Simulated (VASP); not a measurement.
# CdS (P6_3mc) in VASP: further runs, part 2 of 2

VASP 6.6.1.

### 3 Vibrations by perturbation theory, PBEsol

This run uses another cell than the first one, of 24.72 Å³/atom.

The input, INCAR:

```
PREC = Accurate ; ENCUT = 520
EDIFF = 1E-8 ; ISMEAR = 0
SIGMA = 0.01 ; LREAL = False
LASPH = True ; NELM = 60
ALGO = Normal ; ISIF = 2
LWAVE = False ; LCHARG = False
GGA = PS ; IBRION = 8
NSW = 1 ; LEPSILON = True
```

The input, KPOINTS:

```
regular mesh
0
Gamma
  6 6 4
```

The input, POSCAR:

```
CdS
1.0
    4.1253871919      0.0000000000      0.0000000000
   -2.0626935960      3.5726901087      0.0000000000
    0.0000000000      0.0000000000      6.7084248278
Cd S
2 2
Direct
    0.3333333333      0.6666666667     -0.0008393133
    0.6666666667      0.3333333333      0.4991606867
    0.3333333333      0.6666666667      0.3758393133
    0.6666666667      0.3333333333      0.8758393133
```

Potentials or basis: VASP PAW PBE potentials, release 64 (Cd, S).

Launch:

```bash
$ cat potpaw_PBE.64/Cd/POTCAR potpaw_PBE.64/S/POTCAR > POTCAR
$ mpirun -np 1 vasp_std > vasp.out
```

OUTCAR:

```text
PREC = Accurate
   ENCUT = 520
   EDIFF = 1E-8
   ISMEAR = 0
   LREAL = False
   LASPH = True
   NELM = 60
   ISIF = 2
   GGA = PS
   IBRION = 8
   NSW = 1
   LEPSILON = True

 ion  position               nearest neighbor table
   1  0.333  0.667  0.999-   4 2.52   4 2.52   4 2.52   3 2.53
   2  0.667  0.333  0.499-   3 2.52   3 2.52   3 2.52   4 2.53
   3  0.333  0.667  0.376-   2 2.52   2 2.52   2 2.52   1 2.53
   4  0.667  0.333  0.876-   1 2.52   1 2.52   1 2.52   2 2.53

  LATTYP: Found a hexagonal cell.
 ALAT       =     4.1253871919
 C/A-ratio  =     1.6261321703

  Lattice vectors:

 A1 = (   4.1253871919,   0.0000000000,   0.0000000000)
 A2 = (  -2.0626935960,   3.5726901087,   0.0000000000)
 A3 = (   0.0000000000,   0.0000000000,   6.7084248278)

Analysis of symmetry for initial positions (statically):
=====================================================================
 Subroutine PRICEL returns:
 Original cell was already a primitive cell.

 Routine SETGRP: Setting up the symmetry group for a
 hexagonal supercell.

 Subroutine GETGRP returns: Found 12 space group operations
 (whereof  6 operations were pure point group operations)
 out of a pool of 24 trial point group operations.

The static configuration has the point symmetry C_3v.
 The point group associated with its full space group is C_6v.

Analysis of symmetry for dynamics (positions and initial velocities):
=====================================================================
 Subroutine PRICEL returns:
 Original cell was already a primitive cell.

 Routine SETGRP: Setting up the symmetry group for a
 hexagonal supercell.

 Subroutine GETGRP returns: Found 12 space group operations
 (whereof  6 operations were pure point group operations)
 out of a pool of 24 trial point group operations.

The dynamic configuration has the point symmetry C_3v.
 The point group associated with its full space group is C_6v.

 Subroutine INISYM returns: Found 12 space group operations
 (whereof  6 operations are pure point group operations),
 and found     1 'primitive' translations

----------------------------------------------------------------------------------------

                                     Primitive cell

[... 755 lines left out ...]
    -0.00000  3.96810 -0.00000
     0.00000 -0.00000 -7.73093

 MACROSCOPIC STATIC DIELECTRIC TENSOR (including local field effects in DFT)
 ------------------------------------------------------
           7.194686    -0.000000     0.000000
          -0.000000     7.194686     0.000000
           0.000000     0.000000     7.042441
 ------------------------------------------------------

 PIEZOELECTRIC TENSOR (including local field effects)  for field in x, y, z        (e  Angst)
          XX          YY          ZZ          XY          YZ          ZX
  --------------------------------------------------------------------------------
  x    -0.00000    -0.00000     0.00000    -0.00000    -0.00000     2.18353
  y    -0.00000     0.00000     0.00000     0.00000     2.18353    -0.00000
  z     2.09950     2.09950    -4.31561    -0.00000     0.00000     0.00000

 PIEZOELECTRIC TENSOR (including local field effects)  for field in x, y, z        (C/m^2)
          XX          YY          ZZ          XY          YZ          ZX
  --------------------------------------------------------------------------------
  x    -0.00000    -0.00000     0.00000    -0.00000    -0.00000     0.35383
  y    -0.00000     0.00000     0.00000     0.00000     0.35383    -0.00000
  z     0.34021     0.34021    -0.69931    -0.00000     0.00000     0.00000

 BORN EFFECTIVE CHARGES (including local field effects) (in |e|, cummulative output)
 ---------------------------------------------------------------------------------
 ion    1
    1     2.18362    -0.00000     0.00000
    2    -0.00000     2.18362    -0.00000
    3     0.00000     0.00000     2.24356
 ion    2
    1     2.18362    -0.00000     0.00000
    2    -0.00000     2.18362     0.00000
    3    -0.00000     0.00000     2.24356
 ion    3
    1    -2.18362     0.00000    -0.00000
    2     0.00000    -2.18362     0.00000
    3    -0.00000    -0.00000    -2.24356
 ion    4
    1    -2.18362     0.00000     0.00000
    2     0.00000    -2.18362     0.00000
    3     0.00000     0.00000    -2.24356

 INTERNAL STRAIN TENSOR FOR ION    4 for displacements in x,y,z  (eV/Angst):
          X           Y           Z          XY          YZ          ZX
  --------------------------------------------------------------------------------
  x    -0.00000     0.00000     0.00000     6.79583    -0.00000     4.16234
  y     6.79583    -6.79583     0.00000     0.00000     3.76521    -0.00000
  z     3.96810     3.96810    -7.73093    -0.00000     0.00000    -0.00000

 SECOND DERIVATIVES (NOT SYMMETRIZED)
 ------------------------------------
               1X          1Y          1Z          2X          2Y          2Z          3X          3Y          3Z          4X          4Y          4Z
  1X    -5.154451    0.000000   -0.000000   -0.102420    0.000000    0.000000    0.049969   -0.000000    0.000000    5.206901   -0.000000    0.000000
  1Y     0.000000   -5.154451    0.000000    0.000000   -0.102420   -0.000000   -0.000000    0.049969    0.000000   -0.000000    5.206901    0.000000
  1Z     0.000000   -0.000000   -6.579814    0.000000    0.000000    1.659912   -0.000000    0.000000    3.793933   -0.000000    0.000000    1.125969
  2X    -0.102420    0.000000    0.000000   -5.154451    0.000000    0.000000    5.206901   -0.000000    0.000000    0.049969   -0.000000    0.000000
  2Y     0.000000   -0.102420    0.000000    0.000000   -5.154451    0.000000   -0.000000    5.206901   -0.000000   -0.000000    0.049969   -0.000000
  2Z     0.000000    0.000000    1.659912   -0.000000    0.000000   -6.579814    0.000000    0.000000    1.125969    0.000000   -0.000000    3.793933
  3X     0.056009   -0.000000   -0.000000    5.212234   -0.000000    0.000000   -5.769025    0.000000    0.000000    0.500783   -0.000000   -0.000000
  3Y    -0.000000    0.056009    0.000000   -0.000000    5.212234    0.000000    0.000000   -5.769025   -0.000000   -0.000000    0.500783   -0.000000
  3Z    -0.000000    0.000000    3.795028    0.000000   -0.000000    1.138994   -0.000000   -0.000000   -7.569784    0.000000    0.000000    2.635762
  4X     5.212234   -0.000000    0.000000    0.056009   -0.000000    0.000000    0.500783   -0.000000    0.000000   -5.769025    0.000000    0.000000
  4Y    -0.000000    5.212234   -0.000000   -0.000000    0.056009    0.000000   -0.000000    0.500783    0.000000    0.000000   -5.769025    0.000000
  4Z    -0.000000    0.000000    1.138994    0.000000    0.000000    3.795028   -0.000000    0.000000    2.635762    0.000000   -0.000000   -7.569784

 Eigenvectors and eigenvalues of the dynamical matrix
 ----------------------------------------------------

   1 f  =    8.926672 THz    56.087934 2PiTHz  297.761724 cm-1    36.917732 meV
             X         Y         Z           dx          dy          dz
     -0.000000  2.381793  6.702794    -0.000000   -0.000000    0.122180
      2.062694  1.190897  3.348582     0.000000    0.000000   -0.122180
     -0.000000  2.381793  2.521290    -0.000000   -0.000000   -0.696471
      2.062694  1.190897  5.875502     0.000000    0.000000    0.696471
[... 71 lines left out ...]
  12 f/i=    0.004135 THz     0.025983 2PiTHz    0.137938 cm-1     0.017102 meV
             X         Y         Z           dx          dy          dz
     -0.000000  2.381793  6.702794    -0.000000    0.000000    0.623919
      2.062694  1.190897  3.348582    -0.000000    0.000000    0.623919
     -0.000000  2.381793  2.521290    -0.000000    0.000000    0.332754
      2.062694  1.190897  5.875502    -0.000000    0.000000    0.332754

--------------------------------------------------------------------------------------------------------

 MACROSCOPIC STATIC DIELECTRIC TENSOR IONIC CONTRIBUTION
 ------------------------------------------------------
           3.316455    -0.000000    -0.000000
          -0.000000     3.316455    -0.000000
          -0.000000    -0.000000     3.739492
 ------------------------------------------------------

 ELASTIC MODULI CONTR FROM IONIC RELAXATION (kBar)
 Direction    XX          YY          ZZ          XY          YZ          ZX
 --------------------------------------------------------------------------------
 XX        -342.1621    135.2796    200.9244      0.0000     -0.0000      0.0000
 YY         135.2796   -342.1621    200.9244      0.0000      0.0000     -0.0000
 ZZ         200.9244    200.9244   -390.2758     -0.0000     -0.0000     -0.0000
 XY           0.0000      0.0000     -0.0000   -238.7208      0.0000      0.0000
 YZ           0.0000     -0.0000     -0.0000      0.0000    -94.9341      0.0000
 ZX          -0.0000      0.0000     -0.0000     -0.0000      0.0000   -100.6618
 --------------------------------------------------------------------------------

 PIEZOELECTRIC TENSOR IONIC CONTR  for field in x, y, z        (C/m^2)
          XX          YY          ZZ          XY          YZ          ZX
  --------------------------------------------------------------------------------
  x    -0.00000     0.00000    -0.00000     0.00000     0.00000    -0.54368
  y    -0.00000     0.00000    -0.00000     0.00000    -0.52798     0.00000
  z    -0.58523    -0.58523     1.13675     0.00000     0.00000     0.00000
```

stdout:

```text
POSCAR found type information on POSCAR CdS
 POSCAR found :  2 types and       4 ions
 scaLAPACK will be used
 -----------------------------------------------------------------------------
|                                                                             |
|                                                                             |
[... 47 lines left out ...]
 first order change of Fermi-energy  -0.59155E-04
 force on displaced ion       3 direction 1 :  -5.769  -0.000   0.000
 Born effective charge ion    3 direction 1 :  -2.221  -0.000  -0.000
 Linear response progress:
 first order change of Fermi-energy  -0.59801E+01
 force on displaced ion       3 direction 3 :  -0.000   0.000  -7.570
 Born effective charge ion    3 direction 3 :   0.000   0.000  -2.257
 Born effective charges drift removed
 Linear response finished
```

It took 7.5 min on 1 thread of Intel Xeon 6975P-C (Granite Rapids), shared host; peak memory 0.52 GiB.

Results:

- Electronic dielectric tensor (diagonal): 7.19, 7.19, 7.04
- Born charges (mean of the diagonal): Cd +2.20; S -2.20 e
- Highest phonon frequency at Γ, LO-TO splitting left out: 298 cm⁻¹

Phonon frequencies in cm⁻¹ (negative: imaginary):
```
              q point                              frequencies
(0.000, 0.000, 0.000)  0 0 0 40 40 133 232 240 240 252 252 298
```

Electronic dielectric tensor:
```
7.19 0.00 0.00
0.00 7.19 0.00
0.00 0.00 7.04
```

Born effective charge tensors (e):
atom 1, Cd
```
2.18 0.00 0.00
0.00 2.18 0.00
0.00 0.00 2.24
```
atom 2, Cd
```
2.18 0.00 0.00
0.00 2.18 0.00
0.00 0.00 2.24
```
atom 3, S
```
-2.18  0.00  0.00
 0.00 -2.18  0.00
 0.00  0.00 -2.24
```
atom 4, S
```
-2.18  0.00  0.00
 0.00 -2.18  0.00
 0.00  0.00 -2.24
```

Caveat: the PAW data sets were made with another functional, which shifts forces and pressure a little.
